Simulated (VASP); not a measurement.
Runs of VASP 6.6.1 on Cu. The structure is that of space group Fm-3m (No. 225), or close to it. The cells are those of the table. 

```tsv
cell	gap on the mesh (eV)	pressure (GPa)
a = 2.537, b = 2.537, c = 2.556 Å, angles 59.8, 59.8, 60.5°, 1 atom	none	-2.0
a = 2.538, b = 2.538, c = 2.595 Å, angles 59.3, 59.3, 61.5°, 1 atom	none	(a)
a = 2.537, b = 2.537, c = 2.518 Å, angles 60.3, 60.3, 59.5°, 1 atom	none	0.4
a = 2.575, b = 2.575, c = 2.556 Å, angles 60.2, 60.2, 59.5°, 1 atom	none	(b)
a = 2.595, b = 2.595, c = 2.556 Å, angles 60.5, 60.5, 59.0°, 1 atom	none	-8.0
a = 2.576, b = 2.576, c = 2.518 Å, angles 60.7, 60.7, 58.5°, 1 atom	none	-4.0
```

Alike in all rows: task single point; level r2SCAN; potentials or basis VASP PAW PBE potentials, release 64 (Cu); no spin polarisation; k mesh 22 × 22 × 22; cutoff (eV) 520; smearing gaussian 0.15 eV.

Q: Fill in the values left out.

A: (a) -4.1; (b) -6.2.

Caveats: the PAW data sets were made with another functional, which shifts forces and pressure a little; the cell stands under tension (at least some runs).

A gap of «none» marks levels without a gap at the run's occupations.
